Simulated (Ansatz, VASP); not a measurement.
## One calculation of Ti12Si, two programs

```
Ti Si
1.0
     5.70996    0.00000    0.00000
    -2.85498    4.94497    0.00000
     0.00000    0.00000   21.59326
Ti Si
12 1
Direct
  0.33333 0.16667 0.18524
  0.33333 0.66667 0.18524
  0.83333 0.16667 0.18524
  0.83333 0.66667 0.18524
  0.16667 0.33333 0.28944
  0.16667 0.83333 0.28944
  0.66667 0.33333 0.28944
  0.66667 0.83333 0.28944
  0.00000 0.00000 0.39333
  0.00000 0.50000 0.39333
  0.50000 0.00000 0.39333
  0.50000 0.50000 0.39333
  0.00000 0.25000 0.50911
```

Alike in both runs: task single point; functional PBE; dispersion D3(BJ); k mesh 6 × 6 × 1; occupations gaussian, width 0.1 eV; no spin polarisation.

```csv
,VASP,Ansatz
version,VASP 6.6.1,Ansatz 0.2.0
potentials or method,"VASP PAW PBE potentials, release 64 (Ti_sv, Si), cutoff 520 eV","scalar-relativistic, plane waves, PAW"
valence electrons in the cell,148,148
```

Ansatz gave:

```
gap on the k mesh at the Fermi level (eV)  : none
rms of the force components (eV/Å)         : 0.450
work function, face that differs most (eV) : 5.10
```

What did VASP give for the same quantities?

gap on the k mesh at the Fermi level (eV): none; rms of the force components (eV/Å): 0.453; work function, face that differs most (eV): 5.10.

Atom by atom the forces differ by 0.008 eV/Å (rms over components). A gap of «none» marks a metal or a gap that the smearing closes.
